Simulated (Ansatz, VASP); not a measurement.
## Two plane-wave programs on Al3Ni5

```
CELL_PARAMETERS angstrom
3.29333 -3.69194 0.00000
3.29333 3.69194 0.00000
0.00000 0.00000 3.72035
ATOMIC_POSITIONS crystal
Al 0.50000 0.50000 0.00000
Al 0.77969 0.22031 0.50000
Al 0.22031 0.77969 0.50000
Ni 0.00000 0.00000 0.00000
Ni 0.00000 0.50000 0.00000
Ni 0.50000 0.00000 0.00000
Ni 0.27624 0.27624 0.50000
Ni 0.72376 0.72376 0.50000
```

Alike in both runs: functional PBEsol; k mesh 8 × 8 × 10; occupations gaussian, width 0.1 eV; no spin polarisation.

Ansatz relaxed the structure, and its values are those at the end. VASP's run is a single point on that final structure, the one shown.

|  | VASP | Ansatz |
| --- | --- | --- |
| version | VASP 6.6.1 | Ansatz 0.2.0 |
| potentials or method | VASP PAW PBE potentials, release 64 (Al, Ni), cutoff 520 eV | scalar-relativistic, plane waves, PAW |
| valence electrons in the cell | 59 | 99 |

VASP gave:

```
gap on the k mesh at the Fermi level (eV) : none
pressure (GPa)                            : 0.2
```

Question: Which values does Ansatz return?

Answer: gap on the k mesh at the Fermi level (eV): none; pressure (GPa): 0.0.

VASP's potentials were made for PBE, not for PBEsol. A gap of «none» marks a metal or a gap that the smearing closes. With one functional, cell and mesh, what is left measures potentials, basis and numerics. VASP's potentials hold 59 valence electrons a cell and Ansatz's 99, so a difference there can come from the potentials and not from the codes.
